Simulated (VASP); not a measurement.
**SrCl2: single point with PBEsol**

The system is SrCl2.

```
Sr Cl
1.0
     0.00000    3.41714    3.41714
     3.41714    0.00000    3.41714
     3.41714    3.41714    0.00000
Sr Cl
1 2
Cartesian
  0.0000 0.0000 0.0000
  5.1257 5.1257 5.1257
  1.7086 1.7086 1.7086
```

```
Program             : VASP 6.6.1
Task                : single point
Functional          : PBEsol
Potentials or basis : VASP PAW PBE potentials, release 64 (Sr_sv, Cl)
Cutoff              : 520 eV
k mesh              : 7 × 7 × 7
Occupations         : fermi-dirac, width 0.05 eV
Spin                : no spin polarisation
```

```json
{
 "Pressure": "1.5 GPa",
 "Band gap on the k mesh": "5.40 eV (least direct gap 5.54 eV)"
}
```

Levels at points of the mesh, in eV from the valence-band top:
```
           k point  band 10  band 11  band 12  band 13  band 14  band 15
(0.00, 0.00, 0.00)    -0.33    -0.33    -0.33     5.40     5.97     5.97
```

Wall time 48 s on 1 thread of Intel Xeon 8259CL, with other jobs on the host, peak memory 0.21 GiB.

Caveat: the PAW data sets were made with another functional, which shifts forces and pressure a little; an odd mesh through Γ misses points on the zone boundary, where band edges can lie.
